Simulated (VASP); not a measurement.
**Ag: single point with LDA**

The system is Ag.

```
CELL_PARAMETERS angstrom
0.00000 1.91743 1.91743
1.91743 0.00000 1.91743
1.91743 1.91743 0.00000
ATOMIC_POSITIONS crystal
Ag 0.00000 0.00000 0.00000
```

```
Program                : VASP 6.6.1
Task                   : single point
Functional             : LDA
Potentials or basis    : VASP PAW LDA potentials, release 64 (Ag)
Cutoff                 : 520 eV
k mesh                 : 18 × 18 × 18
Occupations            : fermi-dirac, width 0.05 eV
Spin                   : no spin polarisation
Dipole correction      : no
Further INCAR settings : ALGO = Normal; EDIFF = 1e-06; NBANDS = 12
```

```
Pressure               : 25.5 GPa
Band gap on the k mesh : zero (an odd number of electrons rules out a gap without spin polarisation)
```

Levels at points of the mesh, in eV from the Fermi level:
| k point | band 3 | band 4 | band 5 | band 6 | band 7 | band 8 | band 9 | band 10 |
| --- | --- | --- | --- | --- | --- | --- | --- | --- |
| (0.00, 0.00, 0.00) | -5.62 | -5.62 | -4.15 | -4.15 | 16.22 | 20.88 | 20.88 | 20.88 |
| (0.50, 0.00, 0.00) | -5.66 | -3.03 | -3.03 | -1.03 | 4.74 | 15.51 | 19.63 | 19.63 |
| (0.50, 0.50, 0.00) | -3.07 | -2.74 | -2.74 | 1.32 | 8.33 | 11.48 | 11.48 | 19.70 |

Wall time 26 s on 1 thread of Intel Xeon 8259CL (shared host), peak memory 0.15 GiB.

Caveat: the cell stands under pressure.
